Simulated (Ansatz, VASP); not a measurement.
## One calculation of BeCd3S4, two programs

File POSCAR:

```
BeCd3S4
1.0
    5.5013782383      0.0000000000      0.0000000000
    0.0000000000      5.5013782383      0.0000000000
    0.0000000000      0.0000000000      5.5013782383
Be S Cd
1 4 3
Direct
    0.0000000000      0.0000000000      0.0000000000
    0.2216284717      0.2216284717      0.2216284717
    0.7783715283      0.7783715283      0.2216284717
    0.7783715283      0.2216284717      0.7783715283
    0.2216284717      0.7783715283      0.7783715283
    0.5000000000      0.5000000000      0.0000000000
    0.5000000000      0.0000000000      0.5000000000
    0.0000000000      0.5000000000      0.5000000000
```

Contents of INCAR.step1:

```
SYSTEM = BeCd3S4
  PREC = Accurate
  ENCUT = 660
  ISMEAR = 0
  SIGMA = 0.01
  LREAL = .FALSE.
  LASPH = .TRUE.
  NELM = 120
  NBANDS = 53
  GGA = PE
  ALGO = Normal
  EDIFF = 1E-5
  LWAVE = .TRUE.
  LCHARG = .FALSE.
  GGA_COMPAT = .FALSE.
```

File INCAR.step2:

```
SYSTEM = BeCd3S4
  PREC = Accurate
  ENCUT = 660
  EDIFF = 1E-6
  ISMEAR = 0
  SIGMA = 0.01
  LREAL = .FALSE.
  LASPH = .TRUE.
  NELM = 120
  ALGO = Normal
  ISIF = 2
  LWAVE = .FALSE.
  LCHARG = .FALSE.
  METAGGA = R2SCAN
  LMIXTAU = .TRUE.
  NBANDS = 53
  ISTART = 1
  GGA_COMPAT = .FALSE.
```

The input KPOINTS:

```
Automatic mesh
0
G
  4 4 4
  0 0 0
```

Input for Ansatz:

```yaml
crystal:
  lattice:
    - [5.5013782383, 0.0, 0.0]
    - [0.0, 5.5013782383, 0.0]
    - [0.0, 0.0, 5.5013782383]
  atoms:
    - { symbol: Be, position: [0.0, 0.0, 0.0] }
    - { symbol: S, position: [0.2216284717, 0.2216284717, 0.2216284717] }
    - { symbol: Cd, position: [0.5, 0.5, 0.0] }
    - { symbol: S, position: [0.7783715283, 0.7783715283, 0.2216284717] }
    - { symbol: Cd, position: [0.5, 0.0, 0.5] }
    - { symbol: S, position: [0.7783715283, 0.2216284717, 0.7783715283] }
    - { symbol: Cd, position: [0.0, 0.5, 0.5] }
    - { symbol: S, position: [0.2216284717, 0.7783715283, 0.7783715283] }
kpoints:
  mp_grid: { grid: [4, 4, 4] }
hamiltonian:
  xc: r2scan
scf:
  occupations: { method: fixed }
  n_extra_bands: 6
output:
  forces: true
  stress: true
  eigenvalues: true
```

Alike in both runs: task single point; functional r2SCAN; k mesh 4 × 4 × 4; no spin polarisation.

|  | VASP | Ansatz |
| --- | --- | --- |
| version | VASP 6.6.1 | Ansatz 0.2.0 |
| potentials or method | VASP PAW PBE potentials, release 64 (Be, S, Cd_sv_GW) | plane waves, PAW |
| plane-wave cutoff (eV) | 660 | 500 |
| occupations | gaussian, width 0.01 eV | fixed |
| valence electrons in the cell | 86 | 86 |

```tsv
	VASP	Ansatz	Ansatz less VASP
gap on the k mesh at the Fermi level (eV)	2.38	2.38	-0.004
pressure (GPa)	4.7	4.8	+0.07
rms of the force components (eV/Å)	0.031	0.042	+0.0113
```

VASP's potentials were made for PBE, not for r2SCAN.
